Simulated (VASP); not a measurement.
# SnO2 (P4_2/mnm) in VASP: notebook

The runs below take SnO2 through single point, with r2SCAN.

Program: VASP 6.6.1. These are calculated values, not measurements. Logs are shortened: lines on timing, memory, paths and dates and some standing lists are left out, and cuts for length are marked.

### Step 1. The cell of the first run

It takes space group P4_2/mnm (No. 136, tetragonal). Conventional cell: a = 4.973 Å, b = 4.973 Å, c = 3.115 Å, α = 90.00°, β = 90.00°, γ = 90.00°. Within 2.7 Å of Sn (site symmetry mmm) lie 6 O at 2.07 to 2.16 Å. O (site symmetry m2m) has 3 Sn at 2.07 to 2.16 Å within 2.7 Å.

### Step 2. Single point, r2SCAN (biaxial strain in the a-b plane: +4.5 %)

The input, POSCAR:

```
SnO2
1.0
    4.9733645907      0.0000000000      0.0000000000
    0.0000000000      4.9733645907      0.0000000000
    0.0000000000      0.0000000000      3.1148356747
Sn O
2 4
Direct
    0.5000000000      0.5000000000      0.5000000000
    0.0000000000      0.0000000000      0.0000000000
    0.1933870967      0.8066129033      0.5000000000
    0.8066129033      0.1933870967      0.5000000000
    0.3066129033      0.3066129033      0.0000000000
    0.6933870967      0.6933870967      0.0000000000
```

The input, INCAR.step1:

```
SYSTEM = SnO2
ALGO = Normal ; EDIFF = 1E-4
ENCUT = 520 ; GGA = PE
ISMEAR = 0 ; LASPH = .True.
LCHARG = .False. ; LREAL = .False.
LWAVE = .True. ; NBANDS = 35
NELM = 60 ; PREC = Accurate
SIGMA = 0.02
```

The input, INCAR.step2:

```
SYSTEM = SnO2
ALGO = Normal ; EDIFF = 1E-7
ENCUT = 520 ; ISIF = 2
ISMEAR = 0 ; ISTART = 1
LASPH = .True. ; LCHARG = .True.
LELF = .True. ; LMIXTAU = .True.
LREAL = .False. ; LVHAR = .True.
LWAVE = .False. ; METAGGA = R2SCAN
NBANDS = 35 ; NELM = 60
PREC = Accurate ; SIGMA = 0.02
```

The input, KPOINTS:

```
k-points
0
Gamma
  6 6 8
  0 0 0
```

Potentials or basis: VASP PAW PBE potentials, release 64 (Sn_d, O).

Launch:

```sh
> cat potpaw_PBE.64/Sn_d/POTCAR potpaw_PBE.64/O/POTCAR > POTCAR
> cp INCAR.step1 INCAR
> mpirun -np 1 vasp_std > vasp.out
> cp INCAR.step2 INCAR
> mpirun -np 1 vasp_std > vasp.out
```

OUTCAR:

```text
SYSTEM = SnO2
   EDIFF = 1E-7
   ENCUT = 520
   ISIF = 2
   ISMEAR = 0
   ISTART = 1
   LASPH = .True.
   LREAL = .False.
   METAGGA = R2SCAN
   NELM = 60
   PREC = Accurate

 ion  position               nearest neighbor table
   1  0.500  0.500  0.500-   5 2.07   6 2.07   5 2.07   6 2.07   3 2.16   4 2.16
   2  0.000  0.000  0.000-   3 2.07   4 2.07   3 2.07   4 2.07   5 2.16   6 2.16
   3  0.193  0.807  0.500-   2 2.07   2 2.07   1 2.16
   4  0.807  0.193  0.500-   2 2.07   2 2.07   1 2.16
   5  0.307  0.307  0.000-   1 2.07   1 2.07   2 2.16
   6  0.693  0.693  0.000-   1 2.07   1 2.07   2 2.16

  LATTYP: Found a simple tetragonal cell.
 ALAT       =     4.9733645907
 C/A-ratio  =     0.6263035050

  Lattice vectors:

 A1 = (   4.9733645907,   0.0000000000,   0.0000000000)
 A2 = (   0.0000000000,   4.9733645907,   0.0000000000)
 A3 = (   0.0000000000,   0.0000000000,   3.1148356747)

Analysis of symmetry for initial positions (statically):
=====================================================================
 Subroutine PRICEL returns:
 Original cell was already a primitive cell.

 Routine SETGRP: Setting up the symmetry group for a
 simple tetragonal supercell.

 Subroutine GETGRP returns: Found 16 space group operations
 (whereof  8 operations were pure point group operations)
 out of a pool of 16 trial point group operations.

The static configuration has the point symmetry D_2h.
 The point group associated with its full space group is D_4h.

Analysis of symmetry for dynamics (positions and initial velocities):
=====================================================================
 Subroutine PRICEL returns:
 Original cell was already a primitive cell.

 Routine SETGRP: Setting up the symmetry group for a
 simple tetragonal supercell.

 Subroutine GETGRP returns: Found 16 space group operations
 (whereof  8 operations were pure point group operations)
 out of a pool of 16 trial point group operations.

The dynamic configuration has the point symmetry D_2h.
 The point group associated with its full space group is D_4h.

 Subroutine INISYM returns: Found 16 space group operations
 (whereof  8 operations are pure point group operations),
 and found     1 'primitive' translations

----------------------------------------------------------------------------------------

                                     Primitive cell

  volume of cell :      77.0435

  direct lattice vectors                    reciprocal lattice vectors
     4.973364591  0.000000000  0.000000000     0.201071122  0.000000000  0.000000000
     0.000000000  4.973364591  0.000000000     0.000000000  0.201071122  0.000000000
     0.000000000  0.000000000  3.114835675     0.000000000  0.000000000  0.321044223

  length of vectors
     4.973364591  4.973364591  3.114835675     0.201071122  0.201071122  0.321044223

  position of ions in fractional coordinates (direct lattice)
     0.500000000  0.500000000  0.500000000
     0.000000000  0.000000000  0.000000000
     0.193387097  0.806612903  0.500000000
     0.806612903  0.193387097  0.500000000
     0.306612903  0.306612903  0.000000000
     0.693387097  0.693387097  0.000000000

  ion indices of the primitive-cell ions
   primitive index   ion index
                 1           1
                 2           2
                 3           3
                 4           4
                 5           5
                 6           6

----------------------------------------------------------------------------------------

 KPOINTS: k-points

Automatic generation of k-mesh.
 Grid dimensions read from file:
 generate k-points for:    6    6    8

 Generating k-lattice:

  Cartesian coordinates                     Fractional coordinates (reciprocal lattice)
     0.033511854  0.000000000  0.000000000     0.166666667  0.000000000  0.000000000
     0.000000000  0.033511854  0.000000000     0.000000000  0.166666667  0.000000000
     0.000000000  0.000000000  0.040130528     0.000000000  0.000000000  0.125000000

  Length of vectors
     0.033511854  0.033511854  0.040130528

  Shift w.r.t. Gamma in fractional coordinates (k-lattice)
     0.000000000  0.000000000  0.000000000

 Subroutine IBZKPT returns following result:
 ===========================================

 Found     50 irreducible k-points:

 Following reciprocal coordinates:
            Coordinates               Weight
  0.000000  0.000000  0.000000      1.000000
  0.166667  0.000000  0.000000      4.000000
  0.333333  0.000000  0.000000      4.000000
  0.500000  0.000000  0.000000      2.000000
  0.166667  0.166667  0.000000      4.000000
  0.333333  0.166667  0.000000      8.000000
[... 16 lines left out ...]
  0.333333  0.000000  0.250000      8.000000
  0.500000  0.000000  0.250000      4.000000
 [... further k-points ...]
   k-points           NKPTS =     50   k-points in BZ     NKDIM =     50   number of bands    NBANDS=     35
   number of dos      NEDOS =    301   number of ions     NIONS =      6
   total plane-waves  NPLWV =  38400
   dimension x,y,z NGX =    40 NGY =   40 NGZ =   24
   dimension x,y,z NGXF=    80 NGYF=   80 NGZF=   48
   ions per type =               2   4
   NGX,Y,Z   is equivalent  to a cutoff of  13.37, 13.37, 12.81 a.u.
   NGXF,Y,Z  is equivalent  to a cutoff of  26.74, 26.74, 25.62 a.u.
 SYSTEM =  SnO2
   PREC   = accura    normal or accurate (medium, high low for compatibility)
   ISTART =      1    job   : 0-new  1-cont  2-samecut
   ICHARG =      0    charge: 1-file 2-atom 10-const
   ISPIN  =      1    spin polarized calculation?
   LNONCOLLINEAR =      F non collinear calculations
   LSORBIT =      F    spin-orbit coupling
   LASPH  =      T    aspherical Exc in radial PAW
   ENCUT  =  520.0 eV  38.22 Ry    6.18 a.u.   9.25  9.25  5.79*2*pi/ulx,y,z
   NELM   =     60;   NELMIN=  2; NELMDL=  0     # of ELM steps
   EDIFF  = 0.1E-06   stopping-criterion for ELM
   LREAL  =      F    real-space projection
   EDIFFG = 0.1E-05   stopping-criterion for IOM
   NSW    =      0    number of steps for IOM
   IBRION =     -1    ionic relax: 0-MD 1-quasi-New 2-CG
   NFREE  =      0    steps in history (QN), initial steepest desc. (CG)
   ISIF   =      2    stress and relaxation
   ISYM   =      2    0-nonsym 1-usesym 2-fastsym
   POTIM  = 0.5000    time-step for ionic-motion
   TEBEG  =    0.0;   TEEND  =   0.0 temperature during run
   PSTRESS=    0.0 pullay stress
   NELECT =      52.0000    total number of electrons
   NUPDOWN=      -1.0000    fix difference up-down
   EMIN   =  10.00;   EMAX   =-10.00  energy-range for DOS
   EFERMI =   0.00;   METHOD = LEGACY
   ISMEAR =     0;   SIGMA  =   0.02  broadening in eV -4-tet -1-fermi 0-gaus
   EFERMI_NEDOS =   21; number of points for ismear=-14 and -15
   IALGO  =     38    algorithm
   IMIX   =      4    mixing-type and parameters
     AMIX     =   0.40;   BMIX     =  1.00
     AMIX_MAG =   1.60;   BMIX_MAG =  1.00
  volume/ion in A,a.u.               =      12.84        86.65
  Fermi-wavevector in a.u.,A,eV,Ry     =   1.436032  2.713706 28.057759  2.062187
  Thomas-Fermi vector in A             =   2.555265
   LORBIT       =      0    0 simple, 1 ext, 2 COOP (PROOUT), +10 PAW based schemes
   METAGGA = R2SCAN    functional components
   LHFCALC =     F    Hartree Fock is set to
   AEXX    =    0.0000 exact exchange contribution
   IVDW    =     0    specifies the selected vdW correction
   LEPSILON=     F    determine dielectric tensor
   LRPA    =     F    only Hartree local field effects (RPA)
 non-spin polarized calculation
 Gauss-broadening in eV      SIGMA  =   0.02
  energy-cutoff  :      520.00
  volume of cell :       77.04
 maximum number of plane-waves:      2108
 NGX is ok and might be reduce to    40
   NGX = 19   NGY = 19   NGZ = 11

 number of electron      52.0000005 magnetization

 Free energy of the ion-electron system (eV)
  ---------------------------------------------------
  ext. energy  EPLUGINS =         0.00000000
  ---------------------------------------------------
  free energy    TOTEN  =       -84.38578771 eV

  energy without entropy =      -84.38578771  energy(sigma->0) =      -84.38578771

 E-fermi :   5.0042     XC(G=0): -11.5961

 val. band max:        4.8238839174   @ k =   0.0000   0.0000   0.0000
 cond. band min:       6.2082272578   @ k =   0.0000   0.0000   0.0000
 fundamental gap:      1.3843433404
 Fermi energy:         5.0041728904

 k-point     1 :       0.0000    0.0000    0.0000
  band No.  band energies     occupation
      1     -16.8638      2.00000
      2     -16.2169      2.00000
      3     -15.8223      2.00000
      4     -15.8223      2.00000
      5     -15.8128      2.00000
      6     -15.6924      2.00000
[... 27 lines left out ...]
     34      16.7155      0.00000
     35      17.6344      0.00000

 k-point     2 :       0.1667    0.0000    0.0000
  band No.  band energies     occupation
      1     -16.8275      2.00000
      2     -16.2623      2.00000
      3     -15.8214      2.00000
      4     -15.8213      2.00000
      5     -15.8111      2.00000
      6     -15.7165      2.00000
[... 27 lines left out ...]
     34      16.8958      0.00000
     35      17.6338      0.00000

 k-point     3 :       0.3333    0.0000    0.0000
  band No.  band energies     occupation
      1     -16.7228      2.00000
      2     -16.3929      2.00000
      3     -15.8194      2.00000
      4     -15.8193      2.00000
      5     -15.8056      2.00000
      6     -15.7642      2.00000
[... 27 lines left out ...]
     34      17.5342      0.00000
     35      17.6118      0.00000
[... 723 lines left out ...]
 k-point    23 :       0.3333    0.0000    0.2500
  band No.  band energies     occupation
      1     -16.5851      2.00000
      2     -16.4908      2.00000
      3     -16.2074      2.00000
      4     -15.9779      2.00000
      5     -15.7101      2.00000
      6     -15.7040      2.00000
[... 27 lines left out ...]
     34      17.3007      0.00000
     35      17.6573      0.00000

 k-point    24 :       0.5000    0.0000    0.2500
  band No.  band energies     occupation
      1     -16.5559      2.00000
      2     -16.5559      2.00000
      3     -16.0810      2.00000
      4     -16.0810      2.00000
      5     -15.7089      2.00000
      6     -15.7089      2.00000
[... 27 lines left out ...]
     34      17.4297      0.00000
     35      17.9327      0.00000

 [... further k-points ...]

------------------------ aborting loop because EDIFF is reached ----------------------------------------

  FORCE on cell =-STRESS in cart. coord.  units (eV):
  Direction    XX          YY          ZZ          XY          YZ          ZX
  --------------------------------------------------------------------------------------
  -------------------------------------------------------------------------------------
  Total       -5.5063848     -5.5063848      0.7461336      0.0000000      0.0000000      0.0000000
  in kB     -114.5094705   -114.5094705     15.5164168      0.0000000      0.0000000      0.0000000
  external PRESSURE =     -71.1675080 kB  Pullay stress =       0.0000000 kB

 VOLUME and BASIS-vectors are now :
 -----------------------------------------------------------------------------
  energy-cutoff  :      520.00
  volume of cell :       77.04
      direct lattice vectors                 reciprocal lattice vectors
     4.973364591  0.000000000  0.000000000     0.201071122  0.000000000  0.000000000
     0.000000000  4.973364591  0.000000000     0.000000000  0.201071122  0.000000000
     0.000000000  0.000000000  3.114835675     0.000000000  0.000000000  0.321044223

 POSITION                                       TOTAL-FORCE (eV/Angst)
 -----------------------------------------------------------------------------------
      2.48668      2.48668      1.55742         0.000000     -0.000000     -0.000000
      0.00000      0.00000      0.00000         0.000000     -0.000000     -0.000000
      0.96178      4.01158      1.55742        -0.040693      0.040693     -0.000000
      4.01158      0.96178      1.55742         0.040693     -0.040693     -0.000000
      1.52490      1.52490      0.00000         0.040693      0.040693      0.000000
      3.44847      3.44847      0.00000        -0.040693     -0.040693     -0.000000
 -----------------------------------------------------------------------------------
    total drift:                                0.000000     -0.000000     -0.000000

  FREE ENERGIE OF THE ION-ELECTRON SYSTEM (eV)
  ---------------------------------------------------
  free  energy   TOTEN  =       -84.3857877101 eV

  energy  without entropy=      -84.3857877101  energy(sigma->0) =      -84.38578771
```

It took 3.2 min on 1 thread of Intel Xeon 6975P-C (Granite Rapids), shared host; peak memory 0.26 GiB.

Results:

```
Free energy            : -84.3858 eV
Pressure               : -7.1 GPa
Largest force          : 0.058 eV/Å
Band gap on the k mesh : 1.38 eV, direct
```

Forces in eV/Å, atoms in the order of the input:
```
Sn   0.000  0.000  0.000
Sn   0.000  0.000  0.000
O   -0.041  0.041  0.000
O    0.041 -0.041  0.000
O    0.041  0.041  0.000
O   -0.041 -0.041  0.000
```

Levels at points of the mesh, in eV from the valence-band top:
| k point | band 24 | band 25 | band 26 | band 27 | band 28 | band 29 |
| --- | --- | --- | --- | --- | --- | --- |
| (0.00, 0.00, 0.00) | -0.80 | -0.80 | 0.00 | 1.38 | 6.84 | 7.19 |
| (0.50, 0.00, 0.00) | -1.01 | -0.66 | -0.66 | 4.43 | 4.43 | 8.00 |
| (0.50, 0.50, 0.00) | -1.09 | -0.97 | -0.97 | 4.99 | 4.99 | 8.13 |
| (0.00, 0.00, 0.50) | -1.46 | -1.18 | -1.18 | 6.24 | 6.24 | 9.84 |
| (0.50, 0.00, 0.50) | -1.04 | -0.84 | -0.84 | 6.43 | 6.43 | 7.95 |
| (0.50, 0.50, 0.50) | -0.95 | -0.85 | -0.85 | 4.90 | 4.90 | 9.24 |

Caveat: the cell differs from its parent crystal (biaxial strain in the a-b plane: +4.5 %); the PAW data sets were made with another functional, which shifts forces and pressure a little; spin-orbit coupling is left out, which moves the levels of the heavy elements.

### Step 3. Single point, r2SCAN

The input, POSCAR:

```
SnO2
1.0
    4.9733645907      0.0000000000      0.0000000000
    0.0000000000      4.9733645907      0.0000000000
    0.0000000000      0.0000000000      3.1182161303
Sn O
2 4
Direct
    0.5000000000      0.5000000000      0.5000000000
    0.0000000000      0.0000000000      0.0000000000
    0.1924142117      0.8075857883      0.5000000000
    0.8075857883      0.1924142117      0.5000000000
    0.3075857883      0.3075857883      0.0000000000
    0.6924142117      0.6924142117      0.0000000000
```

The input, INCAR.step1:

```
SYSTEM = SnO2
ALGO     = Normal         ! electronic algorithm
EDIFF    = 1E-4           ! SCF threshold, eV
ENCUT    = 520            ! plane-wave cutoff, eV
GGA      = PE             ! functional
ISMEAR   = 0              ! smearing method
LASPH    = .TRUE.         ! aspherical terms in the spheres
LCHARG   = .FALSE.        ! write CHGCAR
LREAL    = .FALSE.        ! projectors in reciprocal space
LWAVE    = .TRUE.         ! write WAVECAR
NBANDS   = 35             ! bands
NELM     = 80             ! most SCF steps
PREC     = Accurate       ! precision mode
SIGMA    = 0.02           ! smearing width, eV
```

The input, INCAR.step2:

```
SYSTEM = SnO2
ALGO     = Normal         ! electronic algorithm
EDIFF    = 1E-6           ! SCF threshold, eV
ENCUT    = 520            ! plane-wave cutoff, eV
ISIF     = 2              ! what is computed and relaxed
ISMEAR   = 0              ! smearing method
ISTART   = 1            
LASPH    = .TRUE.         ! aspherical terms in the spheres
LCHARG   = .TRUE.         ! write CHGCAR
LELF     = .TRUE.         ! ELF
LMIXTAU  = .TRUE.       
LREAL    = .FALSE.        ! projectors in reciprocal space
LVHAR    = .TRUE.       
LWAVE    = .FALSE.        ! write WAVECAR
METAGGA  = R2SCAN         ! meta-GGA
NBANDS   = 35             ! bands
NELM     = 80             ! most SCF steps
PREC     = Accurate       ! precision mode
SIGMA    = 0.02           ! smearing width, eV
```

The input, KPOINTS:

```
k-points
0
G
  6 6 8
  0 0 0
```

Potentials or basis: VASP PAW PBE potentials, release 64 (Sn_d, O).

Launch:

```sh
> cat potpaw_PBE.64/Sn_d/POTCAR potpaw_PBE.64/O/POTCAR > POTCAR
> cp INCAR.step1 INCAR
> mpirun -np 1 vasp_std > vasp.out
> cp INCAR.step2 INCAR
> mpirun -np 1 vasp_std > vasp.out
```

Run time: 3 min. Hardware: 1 thread of Intel Xeon 6975P-C (Granite Rapids), shared host; peak memory 0.26 GiB.

Results (log left out):

* Free energy: -84.3867 eV
* Pressure: -7.0 GPa
* Largest force: 0.063 eV/Å
* Band gap on the k mesh: 1.41 eV, direct

Forces in eV/Å, atoms in the order of the input:
```
Sn   0.000  0.000  0.000
Sn   0.000  0.000  0.000
O    0.044 -0.044  0.000
O   -0.044  0.044  0.000
O   -0.044 -0.044  0.000
O    0.044  0.044  0.000
```

Stress tensor (GPa, compression positive):
```
-11.20   0.00   0.00
  0.00 -11.20   0.00
  0.00   0.00   1.47
```

Levels at points of the mesh, in eV from the valence-band top:
| k point | band 22 | band 23 | band 24 | band 25 | band 26 | band 27 | band 28 | band 29 | band 30 | band 31 |
| --- | --- | --- | --- | --- | --- | --- | --- | --- | --- | --- |
| (0.00, 0.00, 0.00) | -1.04 | -1.04 | -0.80 | -0.80 | 0.00 | 1.41 | 6.80 | 7.19 | 7.19 | 10.69 |
| (0.50, 0.00, 0.00) | -1.90 | -1.00 | -1.00 | -0.66 | -0.66 | 4.44 | 4.44 | 7.98 | 7.98 | 10.74 |
| (0.50, 0.50, 0.00) | -1.74 | -1.09 | -1.09 | -0.96 | -0.96 | 4.97 | 4.97 | 8.12 | 8.12 | 10.77 |
| (0.00, 0.00, 0.50) | -2.46 | -1.46 | -1.46 | -1.18 | -1.18 | 6.26 | 6.26 | 9.88 | 9.88 | 10.79 |
| (0.50, 0.00, 0.50) | -1.61 | -1.04 | -1.04 | -0.83 | -0.83 | 6.46 | 6.46 | 7.97 | 7.97 | 12.07 |
| (0.50, 0.50, 0.50) | -2.42 | -0.96 | -0.96 | -0.85 | -0.85 | 4.96 | 4.96 | 9.20 | 9.20 | 11.36 |

Caveat: the PAW data sets were made with another functional, which shifts forces and pressure a little; spin-orbit coupling is left out, which moves the levels of the heavy elements. r2SCAN opens gaps a little over a GGA but as a rule still falls short of measured ones.
